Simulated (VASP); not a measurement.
**InSb: single point with PBE+D3(BJ)**

InSb:

```
In Sb
1.0
     3.92188    0.00000    0.00000
     0.00000    3.69342    0.00000
     0.00000    0.00000    3.80765
In Sb
1 1
Direct
  0.00000 0.00000 0.00000
  0.50000 0.50000 0.50000
```

This cell differs from its parent crystal: strain +0.0300 x Voigt [1, -1, 0, 0, 0, 0].

```yaml
Program: VASP 6.6.1
Task: single point
Functional: PBE
Dispersion: D3(BJ)
Potentials_or_basis: VASP PAW PBE potentials, release 64 (In_d, Sb)
Cutoff: 520 eV
k_mesh: 12 × 12 × 12
Occupations: gaussian, width 0.15 eV
Spin: no spin polarisation
```

```
Pressure                   : -2.5 GPa
Band gap on the k mesh     : zero (bands 9 and 10 overlap by 3.73 eV)
Dispersion energy per atom : -0.410 eV
```

Stress tensor (GPa, compression positive):
```
-2.46  0.00  0.00
 0.00 -2.71  0.00
 0.00  0.00 -2.32
```

Levels at points of the mesh, in eV from the Fermi level:
```
           k point  band 6  band 7  band 8  band 9  band 10  band 11  band 12  band 13
(0.00, 0.00, 0.00)  -11.30   -2.22   -1.10   -0.62    -0.07     3.94     4.38     8.04
(0.50, 0.00, 0.00)   -9.89   -7.10    1.09    1.56     2.48     2.74     3.71     4.32
(0.00, 0.50, 0.00)   -9.57   -6.83    0.93    1.34     1.91     2.14     3.46     4.00
(0.50, 0.50, 0.00)   -8.35   -4.37   -4.20   -4.17     1.88     5.61     5.61     5.71
(0.00, 0.00, 0.50)   -9.74   -6.97    0.79    1.67     2.13     2.38     3.30     4.46
(0.50, 0.00, 0.50)   -8.53   -4.40   -4.39   -4.32     2.21     6.05     6.14     6.20
(0.00, 0.50, 0.50)   -8.21   -4.26   -4.16   -3.98     1.59     5.18     5.23     5.23
(0.50, 0.50, 0.50)   -7.63   -2.39   -2.29   -2.06    -1.87    -0.45    -0.33    -0.22
```

Run time: 110 s on 1 thread of Intel(R) Xeon(R) 6975P-C (Granite Rapids) (shared host), peak memory 0.43 GiB.

Caveat: the cell differs from its parent crystal (strain +0.0300 x Voigt [1, -1, 0, 0, 0, 0]); spin-orbit coupling is left out, which moves the levels of the heavy elements.
